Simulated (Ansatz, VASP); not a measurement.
P in VASP and in Ansatz

Contents of INCAR:

```
PREC     = Accurate       # precision mode
ENCUT    = 600            # plane-wave cutoff, eV
EDIFF    = 1E-6           # SCF threshold, eV
ISMEAR   = -1             # smearing method
SIGMA    = 0.1            # smearing width, eV
LREAL    = False          # projectors in reciprocal space
LASPH    = True           # aspherical terms in the spheres
NELM     = 100            # most SCF steps
ALGO     = Normal         # electronic algorithm
ISIF     = 3              # what is computed and relaxed
LWAVE    = False          # write WAVECAR
LCHARG   = False          # write CHGCAR
GGA      = RP             # functional
IBRION   = 2              # ionic algorithm
NSW      = 80             # ionic steps
EDIFFG   = -0.01          # ionic threshold
```

Contents of KPOINTS:

```
regular mesh
0
Gamma
  13 13 4
```

Contents of POSCAR:

```
P
1.0
    2.7818573800      0.0000000000      0.0000000000
   -1.3909286900      2.4091591608      0.0000000000
    0.0000000000      0.0000000000      9.0855462031
P
4
Direct
    0.0000000000      0.0000000000      0.0000000000
    0.0000000000      0.0000000000      0.5000000000
    0.3333333333      0.6666666667      0.2500000000
    0.6666666667      0.3333333333      0.7500000000
```

Input for Ansatz:

```yaml
crystal:
  lattice:
    - [2.78185738, 0.0, 0.0]
    - [-1.39092869, 2.4091591608, 0.0]
    - [0.0, 0.0, 9.0855462031]
  atoms:
    - { symbol: P, position: [0.0, 0.0, 0.0] }
    - { symbol: P, position: [0.0, 0.0, 0.5] }
    - { symbol: P, position: [0.3333333333, 0.6666666667, 0.25] }
    - { symbol: P, position: [0.6666666667, 0.3333333333, 0.75] }
hamiltonian:
  xc: rpbe
  pseudopotentials:
    kind: paw
    azcp:
      P: "pseudopotentials/P.paw.azcp"
basis:
  ecutwfc: 420
  fft_grid_basis: typed
kpoints:
  mp_grid: { grid: [13, 13, 4], shift: [0, 0, 0] }
magnetization:
  spin_polarized: false
scf:
  occupations: { method: fermi_dirac, width: 0.1 }
relax:
  max_steps: 60
  f_tol: 0.01
  cell: {}
output:
  write_density: true
  write_potential: true
  elf: true
  volumetric_format: npy
```

Alike in both runs: task relaxation of cell and atoms; functional RPBE; k mesh 13 × 13 × 4; occupations fermi-dirac, width 0.1 eV; no spin polarisation.

|  | VASP | Ansatz |
| --- | --- | --- |
| version | VASP 6.6.1 | Ansatz 0.2.0 |
| potentials or method | VASP PAW PBE potentials, release 64 (P), cutoff 600 eV | plane waves (420 eV) with PAW, scalar-relativistic |
| valence electrons in the cell | 20 | 20 |

Ansatz gave:

| Property | Result |
| --- | --- |
| relaxed volume (Å³/atom) | 14.96 |
| relaxed cell length with the largest relative difference (Å) | 9.917 |

Problem. Estimate VASP's values.

Solution. Relaxed volume (Å³/atom): 14.88; relaxed cell length with the largest relative difference (Å): 9.898.

VASP's potentials were made for PBE, not for RPBE.

Noted on VASP's run: too few bands were computed for a metal, which touches its energy and stress.
